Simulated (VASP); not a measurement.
A run of VASP 6.6.1:

The input INCAR:

```
SYSTEM = AlAs
PREC = Accurate
ENCUT = 520
EDIFF = 1E-6
ISMEAR = 0
SIGMA = 0.02
LREAL = .FALSE.
LASPH = .TRUE.
NELM = 60
ALGO = Normal
ISIF = 2
LWAVE = .FALSE.
LCHARG = .TRUE.
GGA = PE
LELF = .TRUE.
LVHAR = .TRUE.
NBANDS = 11
```

KPOINTS

```
regular mesh
0
G
  8 8 8
  0 0 0
```

POSCAR

```
AlAs
1.0
    0.0000000000      2.8639562590      2.8639562590
    2.8639562590      0.0000000000      2.8639562590
    2.8639562590      2.8639562590      0.0000000000
Al As
1 1
Direct
    0.0000000000      0.0000000000      0.0000000000
    0.2500000000      0.2500000000      0.2500000000
```

Potentials or basis: VASP PAW PBE potentials, release 64 (Al, As).

The run is started by

```console
$ cat potpaw_PBE.64/Al/POTCAR potpaw_PBE.64/As/POTCAR > POTCAR
$ mpirun -np 1 vasp_std > vasp.out
```

Hardware: 1 thread of Intel Xeon 6975P-C (shared host).

Task: Estimate the wall time of this run.

Result: Wall time 12 s on 1 thread of Intel Xeon 6975P-C (shared host), peak memory 0.17 GiB. Counts: scf iterations 12, k points 29.
